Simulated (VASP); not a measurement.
Here is a VASP 6.6.1 calculation.

File POSCAR:

```
MgBH5
1.0
    2.7420377145      0.0000000000      0.0000000000
    0.0000000000      2.7420377145      0.0000000000
    0.0000000000      0.0000000000      5.4140603158
Mg B H
1 1 5
Direct
    0.5000000000      0.5000000000      0.0000000000
    0.0000000000      0.0000000000      0.5000000000
    0.0000000000      0.5000000000      0.3383033594
    0.0000000000      0.5000000000      0.6616966406
    0.5000000000      0.0000000000      0.3383033594
    0.5000000000      0.0000000000      0.6616966406
    0.0000000000      0.0000000000      0.0000000000
```

File INCAR.step1:

```
SYSTEM = MgBH5
PREC = Accurate ; ENCUT = 600
ISMEAR = -1 ; SIGMA = 0.03
LREAL = .False. ; LASPH = .True.
NELM = 100 ; GGA = PE
ALGO = Normal ; EDIFF = 1E-4
LWAVE = .True. ; LCHARG = .False.
```

Contents of INCAR.step2:

```
SYSTEM = MgBH5
PREC = Accurate ; ENCUT = 600
EDIFF = 1E-6 ; ISMEAR = -1
SIGMA = 0.03 ; LREAL = .False.
LASPH = .True. ; NELM = 100
ALGO = Normal ; ISIF = 3
LWAVE = .False. ; LCHARG = .False.
METAGGA = R2SCAN ; LMIXTAU = .True.
LUSE_VDW = .True. ; IVDW_NL = 2
BPARAM = 11.95 ; CPARAM = 0.0093
IBRION = 2 ; NSW = 100
EDIFFG = -0.01 ; ISTART = 1
```

Contents of KPOINTS:

```
regular mesh
0
Gamma
  8 8 4
  0 0 0
```

Potentials or basis: VASP PAW PBE potentials, release 64 (Mg, B, H).

Run with:

```bash
$ cat potpaw_PBE.64/Mg/POTCAR potpaw_PBE.64/B/POTCAR potpaw_PBE.64/H/POTCAR > POTCAR
$ cp INCAR.step1 INCAR
$ mpirun -np 1 vasp_std > vasp.out
$ cp INCAR.step2 INCAR
$ mpirun -np 1 vasp_std > vasp.out
```

Task: Predict the relaxed cell.

Result: a = 2.786 Å, b = 2.786 Å, c = 5.370 Å, α = 90.00°, β = 90.00°, γ = 90.00°.

Task: Predict the space group after relaxing (to 0.1 Å).

Result: P4/mmm (No. 123).

Task: What does it give for the band gap on the k mesh?

Result: Zero (bands 5 and 6 overlap by 4.97 eV).

Task: What does it give for the relaxed volume?

Result: 5.95 Å³/atom.

The path:
```tsv
step	energy change (eV)	largest force (eV/Å)	pressure (GPa)	volume (Å³)
1	0.0000	0.5323	1.57	40.71
2	-0.0788	0.2637	0.63	41.04
3	-0.0912	0.2006	0.28	41.19
4	-0.0677	0.0698	-0.33	41.48
5	-0.0923	0.1685	0.16	41.24
6	-0.0923	0.1597	0.14	41.25
7	-0.1014	0.0903	0.34	41.32
8	-0.1068	0.0208	0.68	41.42
9	-0.1068	0.0285	0.70	41.42
10	-0.1078	0.0012	0.18	41.66
```

Caveat: the PAW data sets were made with another functional, which shifts forces and pressure a little.
